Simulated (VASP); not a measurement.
## Sn2PbO3: single point with PBE

The system is Sn2PbO3.

```xyz
12
Lattice="3.9215 0.0000 0.0000 0.0000 3.9215 0.0000 0.0000 0.0000 15.4411" Properties=species:S:1:pos:R:3 pbc="T T T"
Sn    0.0000    0.0000    1.2611
Sn    1.9608    1.9608    3.9031
Sn    1.9608    1.9608    9.1727
Sn    1.9608    1.9608   14.4194
Pb    0.0000    0.0000    6.2780
Pb    0.0000    0.0000   11.5501
O     0.0000    1.9608    0.0649
O     0.0000    1.9608    4.9876
O     0.0000    1.9608   10.2579
O     1.9608    0.0000    0.0649
O     1.9608    0.0000    4.9876
O     1.9608    0.0000   10.2579
```

```json
{"Program": "VASP 6.6.1", "Task": "single point", "Functional": "PBE", "Potentials or basis": "VASP PAW PBE potentials, release 64 (Sn_d, Pb_d, O)", "Cutoff": "520 eV", "k mesh": "4 × 4 × 2", "Occupations": "gaussian, width 0.1 eV", "Spin": "no spin polarisation", "Dipole correction": "no", "Further INCAR settings": "ALGO = Normal; EDIFF = 1e-06; NBANDS = 72"}
```

| Item | Value |
| --- | --- |
| Pressure | 0.3 GPa |
| Largest force | 0.093 eV/Å |
| Band gap on the k mesh | 0.80 eV (least direct gap 1.54 eV) |

Forces in eV/Å, atoms in the order of the input:
```
Sn   0.000  0.000  0.052
Sn   0.000  0.000 -0.070
Sn   0.000  0.000 -0.061
Sn   0.000  0.000 -0.093
Pb   0.000  0.000  0.049
Pb   0.000  0.000  0.043
O    0.000  0.000  0.026
O    0.000  0.000  0.007
O    0.000  0.000  0.006
O    0.000  0.000  0.026
O    0.000  0.000  0.007
O    0.000  0.000  0.006
```

Stress tensor (GPa, compression positive):
```
0.22 0.00 0.00
0.00 0.22 0.00
0.00 0.00 0.45
```

Levels at points of the mesh, in eV from the valence-band top:
```
           k point  band 58  band 59  band 60  band 61  band 62  band 63
(0.00, 0.00, 0.00)    -1.08    -0.99     0.00     1.54     1.80     2.01
(0.50, 0.00, 0.00)    -1.57    -1.33    -1.10     2.40     2.47     2.75
(0.50, 0.50, 0.00)    -1.58    -1.31    -1.23     0.80     0.80     2.00
(0.00, 0.00, 0.50)    -1.57    -0.46    -0.12     1.55     1.81     1.95
(0.50, 0.00, 0.50)    -1.54    -1.53    -1.00     2.39     2.43     2.77
(0.50, 0.50, 0.50)    -1.52    -1.31    -1.27     1.05     1.05     1.26
```

Run time: 4.5 min on 1 thread of AMD EPYC 7R43 64-Core Processor (Zen 3) (shared host), peak memory 0.37 GiB.

Caveat: spin-orbit coupling is left out, which moves the levels of the heavy elements. A k mesh can miss the band edges.
